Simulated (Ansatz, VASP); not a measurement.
Two plane-wave programs on ZrH5

```
CELL_PARAMETERS angstrom
0.00000 2.58357 2.58357
2.58357 0.00000 2.58357
2.58357 2.58357 0.00000
ATOMIC_POSITIONS crystal
Zr 0.00000 0.00000 0.00000
H 0.62242 0.13275 0.62242
H 0.62242 0.62242 0.62242
H 0.13275 0.62242 0.62242
H 0.62242 0.62242 0.13275
H 0.25000 0.25000 0.25000
```

Alike in both runs: functional PBE; k mesh 5 × 5 × 5; occupations gaussian, width 0.2 eV; no spin polarisation.

Ansatz relaxed the structure, and its values are those at the end. VASP's run is a single point on that final structure, the one shown.

|  | VASP | Ansatz |
| --- | --- | --- |
| version | VASP 6.6.1 | Ansatz 0.2.0 |
| potentials or method | VASP PAW PBE potentials, release 64 (Zr_sv, H), cutoff 500 eV | scalar-relativistic, plane waves, PAW |
| valence electrons in the cell | 17 | 17 |

```tsv
	VASP	Ansatz	Ansatz less VASP
gap on the k mesh at the Fermi level (eV)	none	none	-
pressure (GPa)	-0.2	0.0	+0.17
```

A gap of «none» marks a metal or a gap that the smearing closes.

The k mesh is coarse, so the values compare programs but aren't converged.
